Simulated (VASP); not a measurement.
Input of a VASP 6.6.1 run:

Contents of INCAR:

```
PREC = Accurate
ENCUT = 600
EDIFF = 1E-6
ISMEAR = -1
SIGMA = 0.06122561905347299
LREAL = False
LASPH = True
NELM = 120
ALGO = Normal
ISIF = 2
LWAVE = False
LCHARG = False
GGA = PE
NBANDS = 13
GGA_COMPAT = False
```

Contents of KPOINTS:

```
regular mesh
0
Gamma
  33 33 33
```

File POSCAR:

```
Al2O
1.0
    0.0000000000      2.8290690248      2.8290690248
    2.8290690248      0.0000000000      2.8290690248
    2.8290690248      2.8290690248      0.0000000000
Al O
2 1
Direct
    0.2500000000      0.2500000000      0.2500000000
    0.7500000000      0.7500000000      0.7500000000
    0.0000000000      0.0000000000      0.0000000000
```

Potentials or basis: VASP PAW PBE potentials, release 64 (Al, O).

Launch:

```console
$ cat potpaw_PBE.64/Al/POTCAR potpaw_PBE.64/O/POTCAR > POTCAR
$ mpirun -np 1 vasp_std > vasp.out
```

Q: Predict the pressure.

A: 1.0 GPa.

Q: Estimate the band gap on the k mesh.

A: Zero (bands 6 and 7 overlap by 1.99 eV).
